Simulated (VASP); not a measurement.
Here is a VASP 6.6.1 calculation.

INCAR

```
  PREC = Accurate
  ENCUT = 600
  EDIFF = 1E-6
  ISMEAR = 0
  SIGMA = 0.01
  LREAL = False
  LASPH = True
  NELM = 120
  ALGO = Normal
  ISIF = 2
  LWAVE = False
  LCHARG = True
  GGA = CA
  LELF = True
  LVHAR = True
  NBANDS = 11
  GGA_COMPAT = False
```

Contents of KPOINTS:

```
regular mesh
0
Gamma
  12 12 12
```

POSCAR

```
MgO
1.0
    2.2315829953      0.0000000000      0.0000000000
    0.0000000000      2.2315829953      0.0000000000
    0.0000000000      0.0000000000      2.2315829953
Mg O
1 1
Direct
    0.0000000000      0.0000000000      0.0000000000
    0.5000000000      0.5000000000      0.5000000000
```

Potentials or basis: VASP PAW LDA potentials, release 64 (Mg, O).

Run with:

```sh
$ cat potpaw_LDA.64/Mg/POTCAR potpaw_LDA.64/O/POTCAR > POTCAR
$ mpirun -np 1 vasp_std > vasp.out
```

Question: Predict the band gap on the k mesh.

Answer: 6.46 eV, direct.

Question: Predict the pressure.

Answer: 187.1 GPa.

 A k mesh can miss the band edges.
